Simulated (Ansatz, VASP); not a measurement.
## Two plane-wave programs on Pt

Contents of INCAR:

```
  PREC = Accurate
  ENCUT = 520
  EDIFF = 1E-7
  ISMEAR = -1
  SIGMA = 0.1
  LREAL = F
  LASPH = T
  NELM = 60
  ALGO = Normal
  ISIF = 2
  LWAVE = F
  LCHARG = F
  GGA = RP
  NBANDS = 11
```

Contents of KPOINTS:

```
regular mesh
0
Gamma
  15 15 15
```

POSCAR

```
Pt
1.0
    0.0000000000      1.9609000000      1.9609000000
    1.9609000000      0.0000000000      1.9609000000
    1.9609000000      1.9609000000      0.0000000000
Pt
1
Direct
    0.0000000000      0.0000000000      0.0000000000
```

Input for Ansatz:

```yaml
crystal:
  lattice:
    - [0.0, 1.9609, 1.9609]
    - [1.9609, 0.0, 1.9609]
    - [1.9609, 1.9609, 0.0]
  atoms:
    - { symbol: Pt, position: [0.0, 0.0, 0.0] }
basis:
  ecutwfc: 517.016338673772
kpoints:
  mp_grid:
    grid: [15, 15, 15]
    shift: [0.0, 0.0, 0.0]
hamiltonian:
  xc: rpbe
scf:
  occupations:
    method: fermi_dirac
    width: 0.1
output:
  stress: true
```

Alike in both runs: task single point; functional RPBE; k mesh 15 × 15 × 15; occupations fermi-dirac, width 0.1 eV; no spin polarisation.

|  | VASP | Ansatz |
| --- | --- | --- |
| version | VASP 6.6.1 | Ansatz 0.2.0 |
| potentials or method | VASP PAW PBE potentials, release 64 (Pt), cutoff 520 eV | plane waves, PAW |
| valence electrons in the cell | 10 | 18 |

Ansatz gave:

| Property | Result |
| --- | --- |
| pressure (GPa) | 14.7 |

**Question.** Which values does VASP return?

**Answer.** Pressure (GPa): 14.2.

VASP's potentials were made for PBE, not for RPBE. The functional is the same, so the differences come from potentials, cutoffs and numerics. VASP's potentials hold 10 valence electrons a cell and Ansatz's 18, so a difference there can come from the potentials and not from the codes.

Spin-orbit coupling is off throughout.
